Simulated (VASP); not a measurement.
# CoO (R-3m) in VASP: further runs

CoO is run at these levels: LDA; tasks: single point.

Program: VASP 6.6.1. These are calculated values, not measurements. Logs are shortened: lines on timing, memory, paths and dates and some standing lists are left out, and cuts for length are marked.

## Step 1: The cell of the first run

Symmetry: R-3m, No. 166, trigonal system. Conventional cell: a = 3.011 Å, b = 3.011 Å, c = 7.320 Å, α = 90.00°, β = 90.00°, γ = 120.00°. Within 2.8 Å of Co (site symmetry -3m) lie 6 O at 2.12 Å. Within 2.8 Å of O (site symmetry -3m) lie 6 Co at 2.12 Å.

## Step 2: Single point, LDA, collinear spin, ferromagnetic start

File INCAR:

```
PREC     = Accurate       # precision mode
ENCUT    = 600            # plane-wave cutoff, eV
EDIFF    = 1E-6           # SCF threshold, eV
ISMEAR   = -1             # smearing method
SIGMA    = 0.05           # smearing width, eV
LREAL    = False          # projectors in reciprocal space
LASPH    = True           # aspherical terms in the spheres
NELM     = 200            # most SCF steps
ALGO     = Normal         # electronic algorithm
ISIF     = 2              # what is computed and relaxed
LWAVE    = False          # write WAVECAR
LCHARG   = True           # write CHGCAR
ISPIN    = 2              # spin polarisation
MAGMOM   = 2 0            # initial moments
LORBIT   = 11             # projections on sites
LMAXMIX  = 4              # l up to which the mixer works
GGA      = CA             # functional
LELF     = True           # ELF
LVHAR    = True         
NBANDS   = 22             # bands
GGA_COMPAT= False
```

File KPOINTS:

```
regular mesh
0
Gamma
  11 11 11
```

File POSCAR:

```
CoO
1.0
    1.5054695445      0.8691832468      2.4399269062
   -1.5054695445      0.8691832468      2.4399269062
    0.0000000000     -1.7383664936      2.4399269062
Co O
1 1
Direct
    0.0000000000      0.0000000000      0.0000000000
    0.5000000000      0.5000000000      0.5000000000
```

Potentials or basis: VASP PAW LDA potentials, release 64 (Co_sv, O).

On the command line:

```bash
> cat potpaw_LDA.64/Co_sv/POTCAR potpaw_LDA.64/O/POTCAR > POTCAR
> mpirun -np 1 vasp_std > vasp.out
```

OUTCAR:

```text
PREC = Accurate
   ENCUT = 600
   EDIFF = 1E-6
   ISMEAR = -1
   LREAL = False
   LASPH = True
   NELM = 200
   ISIF = 2
   ISPIN = 2
   LORBIT = 11
   GGA = CA

 ion  position               nearest neighbor table
   1  0.000  0.000  0.000-   2 2.12   2 2.12   2 2.12   2 2.12   2 2.12   2 2.12
   2  0.500  0.500  0.500-   1 2.12   1 2.12   1 2.12   1 2.12   1 2.12   1 2.12

  LATTYP: Found a trigonal (rhomboedric) cell.
 ALAT       =     2.9958573687
 COS(alpha) =     0.4949531368

  Lattice vectors:

 A1 = (   1.5054695445,   0.8691832468,   2.4399269062)
 A2 = (  -1.5054695445,   0.8691832468,   2.4399269062)
 A3 = (   0.0000000000,  -1.7383664936,   2.4399269062)

Analysis of symmetry for initial positions (statically):
=====================================================================
 Subroutine PRICEL returns:
 Original cell was already a primitive cell.

 Routine SETGRP: Setting up the symmetry group for a
 trigonal (rhombohedral) supercell.

 Subroutine GETGRP returns: Found 12 space group operations
 (whereof 12 operations were pure point group operations)
 out of a pool of 12 trial point group operations.

The static configuration has the point symmetry D_3d.

Analysis of symmetry for dynamics (positions and initial velocities):
=====================================================================
 Subroutine PRICEL returns:
 Original cell was already a primitive cell.

 Routine SETGRP: Setting up the symmetry group for a
 trigonal (rhombohedral) supercell.

 Subroutine GETGRP returns: Found 12 space group operations
 (whereof 12 operations were pure point group operations)
 out of a pool of 12 trial point group operations.

The dynamic configuration has the point symmetry D_3d.

Analysis of structural, dynamic, and magnetic symmetry:
=====================================================================
 Subroutine PRICEL returns:
 Original cell was already a primitive cell.

 Routine SETGRP: Setting up the symmetry group for a
 trigonal (rhombohedral) supercell.

 Subroutine GETGRP returns: Found 12 space group operations
 (whereof 12 operations were pure point group operations)
 out of a pool of 12 trial point group operations.

The overall configuration has the point symmetry D_3d.

 Subroutine INISYM returns: Found 12 space group operations
 (whereof 12 operations are pure point group operations),
 and found     1 'primitive' translations

----------------------------------------------------------------------------------------

                                     Primitive cell

  volume of cell :      19.1563

  direct lattice vectors                    reciprocal lattice vectors
     1.505469544  0.869183247  2.439926906     0.332122295  0.191750896  0.136616114
    -1.505469544  0.869183247  2.439926906    -0.332122295  0.191750896  0.136616114
     0.000000000 -1.738366494  2.439926906     0.000000000 -0.383501793  0.136616114

  length of vectors
     2.995857369  2.995857369  2.995857369     0.407108816  0.407108816  0.407108816

  position of ions in fractional coordinates (direct lattice)
     0.000000000  0.000000000  0.000000000
     0.500000000  0.500000000  0.500000000

  ion indices of the primitive-cell ions
   primitive index   ion index
                 1           1
                 2           2

----------------------------------------------------------------------------------------

 KPOINTS: regular mesh

Automatic generation of k-mesh.
 Grid dimensions read from file:
 generate k-points for:   11   11   11

 Generating k-lattice:

  Cartesian coordinates                     Fractional coordinates (reciprocal lattice)
     0.030192936  0.017431900  0.012419647     0.090909091  0.000000000  0.000000000
    -0.030192936  0.017431900  0.012419647     0.000000000  0.090909091  0.000000000
     0.000000000 -0.034863799  0.012419647     0.000000000  0.000000000  0.090909091

  Length of vectors
     0.037009892  0.037009892  0.037009892

  Shift w.r.t. Gamma in fractional coordinates (k-lattice)
     0.000000000  0.000000000  0.000000000

 Subroutine IBZKPT returns following result:
 ===========================================

 Found    146 irreducible k-points:

 Following reciprocal coordinates:
            Coordinates               Weight
  0.000000  0.000000  0.000000      1.000000
  0.090909  0.000000  0.000000      6.000000
  0.181818  0.000000  0.000000      6.000000
  0.272727 -0.000000  0.000000      6.000000
  0.363636 -0.000000 -0.000000      6.000000
  0.454545  0.000000 -0.000000      6.000000
[... 16 lines left out ...]
 -0.272727  0.181818  0.000000     12.000000
 -0.181818  0.181818  0.000000      6.000000
 [... further k-points ...]
   k-points           NKPTS =    146   k-points in BZ     NKDIM =    146   number of bands    NBANDS=     22
   number of dos      NEDOS =    301   number of ions     NIONS =      2
   total plane-waves  NPLWV =  13824
   dimension x,y,z NGX =    24 NGY =   24 NGZ =   24
   dimension x,y,z NGXF=    48 NGYF=   48 NGZF=   48
   ions per type =               1   1
   NGX,Y,Z   is equivalent  to a cutoff of  13.32, 13.32, 13.32 a.u.
   NGXF,Y,Z  is equivalent  to a cutoff of  26.64, 26.64, 26.64 a.u.
 SYSTEM =  unknown system
   PREC   = accura    normal or accurate (medium, high low for compatibility)
   ISTART =      0    job   : 0-new  1-cont  2-samecut
   ICHARG =      2    charge: 1-file 2-atom 10-const
   ISPIN  =      2    spin polarized calculation?
   LNONCOLLINEAR =      F non collinear calculations
   LSORBIT =      F    spin-orbit coupling
   LASPH  =      T    aspherical Exc in radial PAW
   ENCUT  =  600.0 eV  44.10 Ry    6.64 a.u.   5.98  5.98  5.98*2*pi/ulx,y,z
   NELM   =    200;   NELMIN=  2; NELMDL= -5     # of ELM steps
   EDIFF  = 0.1E-05   stopping-criterion for ELM
   LREAL  =      F    real-space projection
   EDIFFG = 0.1E-04   stopping-criterion for IOM
   NSW    =      0    number of steps for IOM
   IBRION =     -1    ionic relax: 0-MD 1-quasi-New 2-CG
   NFREE  =      0    steps in history (QN), initial steepest desc. (CG)
   ISIF   =      2    stress and relaxation
   ISYM   =      2    0-nonsym 1-usesym 2-fastsym
   POTIM  = 0.5000    time-step for ionic-motion
   TEBEG  =    0.0;   TEEND  =   0.0 temperature during run
   PSTRESS=    0.0 pullay stress
   NELECT =      23.0000    total number of electrons
   NUPDOWN=      -1.0000    fix difference up-down
   EMIN   =  10.00;   EMAX   =-10.00  energy-range for DOS
   EFERMI =   0.00;   METHOD = LEGACY
   ISMEAR =    -1;   SIGMA  =   0.05  broadening in eV -4-tet -1-fermi 0-gaus
   EFERMI_NEDOS =   21; number of points for ismear=-14 and -15
   IALGO  =     38    algorithm
   IMIX   =      4    mixing-type and parameters
     AMIX     =   0.40;   BMIX     =  1.00
     AMIX_MAG =   1.60;   BMIX_MAG =  1.00
  volume/ion in A,a.u.               =       9.58        64.64
  Fermi-wavevector in a.u.,A,eV,Ry     =   1.739991  3.288106 41.192569  3.027568
  Thomas-Fermi vector in A             =   2.812726
   LORBIT       =     11    0 simple, 1 ext, 2 COOP (PROOUT), +10 PAW based schemes
   GGA     = CA    functional components
   LHFCALC =     F    Hartree Fock is set to
   AEXX    =    0.0000 exact exchange contribution
   IVDW    =     0    specifies the selected vdW correction
   LEPSILON=     F    determine dielectric tensor
   LRPA    =     F    only Hartree local field effects (RPA)
 spin polarized calculation
  energy-cutoff  :      600.00
  volume of cell :       19.16
 maximum number of plane-waves:       651
   NGX = 11   NGY = 11   NGZ = 11

 number of electron      22.9999985 magnetization       2.7493319

 Free energy of the ion-electron system (eV)
  ---------------------------------------------------
  ext. energy  EPLUGINS =         0.00000000
  ---------------------------------------------------
  free energy    TOTEN  =       -14.72445179 eV

  energy without entropy =      -14.68935178  energy(sigma->0) =      -14.70690178

 E-fermi :   8.7087     XC(G=0): -13.2653

 val. band max:        8.7077497769   @ k =  -0.4545   0.2727   0.0000
 cond. band min:       8.7110070218   @ k =   0.4545   0.4545   0.3636
 fundamental gap:      0.0032572449
 Fermi energy:         8.7086984352

 spin component 1

 k-point     1 :       0.0000    0.0000    0.0000
  band No.  band energies     occupation
      1     -86.9029      1.00000
      2     -50.7118      1.00000
      3     -50.7118      1.00000
      4     -50.7054      1.00000
      5     -11.4835      1.00000
      6       5.3194      1.00000
[... 14 lines left out ...]
     21      30.0586      0.00000
     22      33.3868      0.00000

 k-point     2 :       0.0909    0.0000    0.0000
  band No.  band energies     occupation
      1     -86.9025      1.00000
      2     -50.7144      1.00000
      3     -50.7118      1.00000
      4     -50.7062      1.00000
      5     -11.3941      1.00000
      6       4.5183      1.00000
[... 14 lines left out ...]
     21      31.0492      0.00000
     22      34.6684      0.00000

 k-point     3 :       0.1818    0.0000    0.0000
  band No.  band energies     occupation
      1     -86.9017      1.00000
      2     -50.7240      1.00000
      3     -50.7133      1.00000
      4     -50.7079      1.00000
      5     -11.1442      1.00000
      6       3.2295      1.00000
[... 14 lines left out ...]
     21      33.5736      0.00000
     22      36.7883      0.00000
[... 476 lines left out ...]
 k-point    23 :      -0.2727    0.1818    0.0000
  band No.  band energies     occupation
      1     -86.8993      1.00000
      2     -50.7409      1.00000
      3     -50.7242      1.00000
      4     -50.7116      1.00000
      5     -10.4088      1.00000
      6       1.2834      1.00000
[... 14 lines left out ...]
     21      36.1589      0.00000
     22      38.0142      0.00000

 k-point    24 :      -0.1818    0.1818    0.0000
  band No.  band energies     occupation
      1     -86.9002      1.00000
      2     -50.7338      1.00000
      3     -50.7204      1.00000
      4     -50.7096      1.00000
      5     -10.7032      1.00000
      6       1.8737      1.00000
[... 14 lines left out ...]
     21      36.2103      0.00000
     22      38.0146      0.00000

 [... further k-points ...]

 spin component 2

 k-point     1 :       0.0000    0.0000    0.0000
  band No.  band energies     occupation
      1     -84.2551      1.00000
      2     -48.1444      1.00000
      3     -48.1444      1.00000
      4     -48.1423      1.00000
      5     -11.0040      1.00000
      6       5.8545      1.00000
[... 14 lines left out ...]
     21      30.8660      0.00000
     22      34.1875      0.00000

 k-point     2 :       0.0909    0.0000    0.0000
  band No.  band energies     occupation
      1     -84.2548      1.00000
      2     -48.1476      1.00000
      3     -48.1445      1.00000
      4     -48.1430      1.00000
      5     -10.9126      1.00000
      6       5.1651      1.00000
[... 14 lines left out ...]
     21      31.7794      0.00000
     22      35.4703      0.00000

 k-point     3 :       0.1818    0.0000    0.0000
  band No.  band energies     occupation
      1     -84.2538      1.00000
      2     -48.1588      1.00000
      3     -48.1461      1.00000
      4     -48.1447      1.00000
      5     -10.6571      1.00000
      6       3.8527      1.00000
[... 14 lines left out ...]
     21      34.1362      0.00000
     22      37.6039      0.00000
[... 476 lines left out ...]
 k-point    23 :      -0.2727    0.1818    0.0000
  band No.  band energies     occupation
      1     -84.2511      1.00000
      2     -48.1781      1.00000
      3     -48.1596      1.00000
      4     -48.1482      1.00000
      5      -9.8995      1.00000
      6       1.9024      1.00000
[... 14 lines left out ...]
     21      36.5754      0.00000
     22      38.5754      0.00000

 k-point    24 :      -0.1818    0.1818    0.0000
  band No.  band energies     occupation
      1     -84.2522      1.00000
      2     -48.1699      1.00000
      3     -48.1552      1.00000
      4     -48.1460      1.00000
      5     -10.2036      1.00000
      6       2.5332      1.00000
[... 14 lines left out ...]
     21      36.7498      0.00000
     22      38.5544      0.00000

 [... further k-points ...]

------------------------ aborting loop because EDIFF is reached ----------------------------------------

  FORCE on cell =-STRESS in cart. coord.  units (eV):
  Direction    XX          YY          ZZ          XY          YZ          ZX
  --------------------------------------------------------------------------------------
  -------------------------------------------------------------------------------------
  Total       -2.5128287     -2.5128287     -2.5376250      0.0000000      0.0000000      0.0000000
  in kB     -210.1658130   -210.1658130   -212.2397087      0.0000000      0.0000000      0.0000000
  external PRESSURE =    -210.8571116 kB  Pullay stress =       0.0000000 kB

 VOLUME and BASIS-vectors are now :
 -----------------------------------------------------------------------------
  energy-cutoff  :      600.00
  volume of cell :       19.16
      direct lattice vectors                 reciprocal lattice vectors
     1.505469544  0.869183247  2.439926906     0.332122295  0.191750896  0.136616114
    -1.505469544  0.869183247  2.439926906    -0.332122295  0.191750896  0.136616114
     0.000000000 -1.738366494  2.439926906     0.000000000 -0.383501793  0.136616114

 POSITION                                       TOTAL-FORCE (eV/Angst)
 -----------------------------------------------------------------------------------
      0.00000      0.00000      0.00000         0.000000      0.000000      0.000000
      0.00000      0.00000      3.65989         0.000000     -0.000000     -0.000000
 -----------------------------------------------------------------------------------
    total drift:                               -0.000000     -0.000000     -0.000000

  FREE ENERGIE OF THE ION-ELECTRON SYSTEM (eV)
  ---------------------------------------------------
  free  energy   TOTEN  =       -14.7244517872 eV

  energy  without entropy=      -14.6893517811  energy(sigma->0) =      -14.70690178

 total charge

# of ion       s       p       d       tot
------------------------------------------
    1        2.144   6.060   6.695  14.899
    2        1.542   3.389   0.000   4.931
--------------------------------------------------
tot          3.686   9.449   6.695  19.830

 magnetization (x)

# of ion       s       p       d       tot
------------------------------------------
    1        0.012   0.009   2.329   2.351
    2        0.029   0.259   0.000   0.287
--------------------------------------------------
tot          0.041   0.268   2.329   2.638
```

Run time: 2.1 min. Hardware: 1 thread of AMD EPYC 7R13 (Zen 3), shared host; peak memory 0.19 GiB.

Results:

```
Free energy                                           : -14.7245 eV
Pressure                                              : -21.1 GPa
Net moment                                            : 2.75 μB per cell
Site moments                                          : Co +2.35; O +0.29 μB
Valence electrons inside the program's atomic spheres : Co 14.90; O 4.93
```

Caveat: the cell stands under tension; a cell with one magnetic atom can't hold antiferromagnetic order, which such compounds often take; semilocal functionals often make such compounds metallic where correlation or magnetic order opens a gap, which also shifts bond lengths. With open d or f shells a metallic result of LDA can be an artefact of self-interaction; +U or a hybrid may open a gap.

## Step 3: Single point, LDA, collinear spin, zero start

File INCAR:

```
SYSTEM = CoO
ALGO = Normal
EDIFF = 1E-6
ENCUT = 600
GGA = CA
GGA_COMPAT = .FALSE.
ISIF = 2
ISMEAR = -1
ISPIN = 2
LASPH = .TRUE.
LCHARG = .FALSE.
LMAXMIX = 4
LORBIT = 11
LREAL = .FALSE.
LWAVE = .FALSE.
MAGMOM = 0 0
NBANDS = 18
NELM = 200
NUPDOWN = 0.0
PREC = Accurate
SIGMA = 0.05
```

File KPOINTS:

```
k-points
0
G
  11 11 11
  0 0 0
```

File POSCAR:

```
CoO
1.0
    1.5054695450      0.8691832471      2.4399269067
   -1.5054695450      0.8691832471      2.4399269067
    0.0000000000     -1.7383664941      2.4399269067
Co O
1 1
Direct
    0.0000000000      0.0000000000      0.0000000000
    0.5000000000      0.5000000000      0.5000000000
```

Potentials or basis: VASP PAW LDA potentials, release 64 (Co, O).

On the command line:

```bash
> cat potpaw_LDA.64/Co/POTCAR potpaw_LDA.64/O/POTCAR > POTCAR
> mpirun -np 1 vasp_std > vasp.out
```

It took 1.7 min on 1 thread of Intel Xeon Platinum 8259CL at 2.50GHz (Skylake/Cascade Lake), shared host; peak memory 0.21 GiB.

It converged, with:

```yaml
Free_energy: -14.3878 eV
Pressure: -34.3 GPa
Net_moment: 0.00 μB per cell
Valence_electrons_inside_the_program's_atomic_spheres: Co 7.94; O 4.88
```

Stress tensor (GPa, compression positive):
```
-34.39   0.00   0.00
  0.00 -34.39   0.00
  0.00   0.00 -34.11
```

Caveat: the cell stands under tension; the total moment is fixed, so each spin has its own Fermi level.
